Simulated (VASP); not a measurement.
HPbNO4, 7 atoms in the cell. The typed cell holds 7 atoms: a = 3.858 Å, b = 5.535 Å, c = 6.055 Å, α = 106.62°, β = 93.97°, γ = 90.45°. 

```yaml
Program: VASP 6.6.1
Task: single point
Functional: PBE
Potentials_or_basis: VASP PAW PBE potentials, release 64 (H, Pb_d, N, O)
Cutoff: 520 eV
k_mesh: 4 × 3 × 3
Occupations: fermi-dirac, width 0.05 eV
Spin: no spin polarisation
Dipole_correction: no
Further_INCAR_settings: ALGO = Normal; EDIFF = 1e-06; NBANDS = 31
```

Potentials or basis: VASP PAW PBE potentials, release 64 (H, Pb_d, N, O).

Launch:

```console
$ cat potpaw_PBE.64/H/POTCAR potpaw_PBE.64/Pb_d/POTCAR potpaw_PBE.64/N/POTCAR potpaw_PBE.64/O/POTCAR > POTCAR
$ mpirun -np 1 vasp_std > vasp.out
```

Hardware: 1 thread of Intel Xeon 8259CL (shared host).

Q: How long does it take, and how much memory?

A: Wall time 2.2 min on 1 thread of Intel Xeon 8259CL, on a shared host, peak memory 0.27 GiB. Counts: scf iterations 15, k points 19.
